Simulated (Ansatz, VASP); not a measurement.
CaSe: VASP beside Ansatz

```xyz
2
Lattice="0.0000 3.2796 3.2635 3.2796 0.0000 3.2635 3.2796 3.2796 0.0000" Properties=species:S:1:pos:R:3 pbc="T T T"
Ca    0.0000    0.0000    0.0000
Se    1.6398    1.6398    1.6317
```

Change from the starting cell: uniaxial_z strain -0.5%.

Alike in both runs: task single point; functional r2SCAN; k mesh 6 × 6 × 6; no spin polarisation.

|  | VASP | Ansatz |
| --- | --- | --- |
| version | VASP 6.6.1 | Ansatz 0.2.0 |
| potentials or method | VASP PAW PBE potentials, release 64 (Ca_sv, Se) | plane waves, PAW |
| plane-wave cutoff (eV) | 520 | 500 |
| occupations | gaussian, width 0.01 eV | fixed |
| valence electrons in the cell | 16 | 26 |

Ansatz gave:

```
gap on the k mesh at the Fermi level (eV) : 3.71
pressure (GPa)                            : 0.2
```

Problem. Estimate VASP's values.

Solution. gap on the k mesh at the Fermi level (eV): 3.70; pressure (GPa): 0.4.

VASP's potentials were made for PBE, not for r2SCAN. VASP's potentials hold 16 valence electrons a cell and Ansatz's 26, so a difference there can come from the potentials and not from the codes.
